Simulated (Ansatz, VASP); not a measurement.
HfN: VASP beside Ansatz

INCAR

```
ALGO = Normal
EDIFF = 1E-6
ENCUT = 520
ISIF = 2
ISMEAR = 0
LASPH = T
LCHARG = T
LELF = T
LREAL = F
LVHAR = T
LWAVE = F
NBANDS = 23
NELM = 100
PREC = Accurate
SIGMA = 0.05
```

The input KPOINTS:

```
k-points
0
Gamma
  10 10 8
```

The input POSCAR:

```
HfN
1.0
    3.8567057347      0.0000000000      0.0000000000
    0.0000000000      3.8567057347      0.0000000000
    0.0000000000      0.0000000000      4.8184718836
Hf N
2 2
Direct
    0.5000000000      0.0000000000      0.1768716561
    0.0000000000      0.5000000000      0.8231283439
    0.0000000000      0.0000000000      0.0000000000
    0.5000000000      0.5000000000      0.0000000000
```

Input for Ansatz:

```yaml
crystal:
  lattice:
    - [3.8567057347, 0.0, 0.0]
    - [0.0, 3.8567057347, 0.0]
    - [0.0, 0.0, 4.8184718836]
  atoms:
    - { symbol: Hf, position: [0.5, 0.0, 0.1768716561] }
    - { symbol: Hf, position: [0.0, 0.5, 0.8231283439] }
    - { symbol: "N", position: [0.0, 0.0, 0.0] }
    - { symbol: "N", position: [0.5, 0.5, 0.0] }
basis:
  ecutwfc: 420
  ecutrho_ratio: 4
kpoints:
  mp_grid: { grid: [10, 10, 8] }
hamiltonian:
  xc: lda
scf:
  occupations: { method: gaussian, width: 0.05 }
output:
  forces: true
  stress: true
  eigenvalues: true
  populations: true
```

Alike in both runs: task single point; functional LDA; k mesh 10 × 10 × 8; occupations gaussian, width 0.05 eV; no spin polarisation.

|  | VASP | Ansatz |
| --- | --- | --- |
| version | VASP 6.6.1 | Ansatz 0.2.0 |
| potentials or method | VASP PAW LDA potentials, release 64 (Hf_pv, N), cutoff 520 eV | scalar-relativistic, plane waves, PAW |
| valence electrons in the cell | 30 | 62 |

Ansatz gave:

* gap on the k mesh at the Fermi level (eV): none
* pressure (GPa): -7.9
* traceless stress, the component that is largest in VASP (GPa): 2.55
* rms of the force components (eV/Å): 0.320

**Question.** What did VASP give for the same quantities?

**Answer.** gap on the k mesh at the Fermi level (eV): none; pressure (GPa): -8.7; traceless stress, the component that is largest in VASP (GPa): 2.88; rms of the force components (eV/Å): 0.368.

LDA's correlation is that of Perdew and Zunger in VASP and of Perdew and Wang (1992) in Ansatz. Atom by atom the forces differ by 0.048 eV/Å (rms over components). A gap of «none» marks a metal or a gap that the smearing closes. VASP's potentials hold 30 valence electrons a cell and Ansatz's 62, so a difference there can come from the potentials and not from the codes.

Neither program's run includes spin-orbit coupling.
